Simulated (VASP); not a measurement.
Here is a VASP 6.6.1 calculation.

File INCAR:

```
  ALGO = Normal
  EDIFF = 1E-6
  EDIFFG = -0.01
  ENCUT = 600
  GGA = PE
  IBRION = 2
  ISIF = 3
  ISMEAR = 0
  LASPH = T
  LCHARG = F
  LREAL = F
  LWAVE = F
  NELM = 80
  NSW = 100
  PREC = Accurate
  SIGMA = 0.1
```

Contents of KPOINTS:

```
k-points
0
Gamma
  8 8 8
```

Contents of POSCAR:

```
SbS4
1.0
    4.8356732254      0.0000000000      0.0000000000
    0.0000000000      4.8356732254      0.0000000000
    0.0000000000      0.0000000000      4.8356732254
Sb S
1 4
Direct
    0.0000000000      0.0000000000      0.0000000000
    0.2900861425      0.2900861425      0.2900861425
    0.7099138575      0.7099138575      0.2900861425
    0.2900861425      0.7099138575      0.7099138575
    0.7099138575      0.2900861425      0.7099138575
```

Potentials or basis: VASP PAW PBE potentials, release 64 (Sb, S).

The run is started by

```console
$ cat potpaw_PBE.64/Sb/POTCAR potpaw_PBE.64/S/POTCAR > POTCAR
$ mpirun -np 1 vasp_std > vasp.out
```

(1) Predict the relaxed volume.

(2) Estimate the relaxed cell.

(3) Estimate the space group after relaxing (to 0.05 Å).

Results:

(1) 22.80 Å³/atom.

(2) a = 4.848 Å, b = 4.848 Å, c = 4.848 Å, α = 90.00°, β = 90.00°, γ = 90.00°.

(3) P-43m (No. 215).
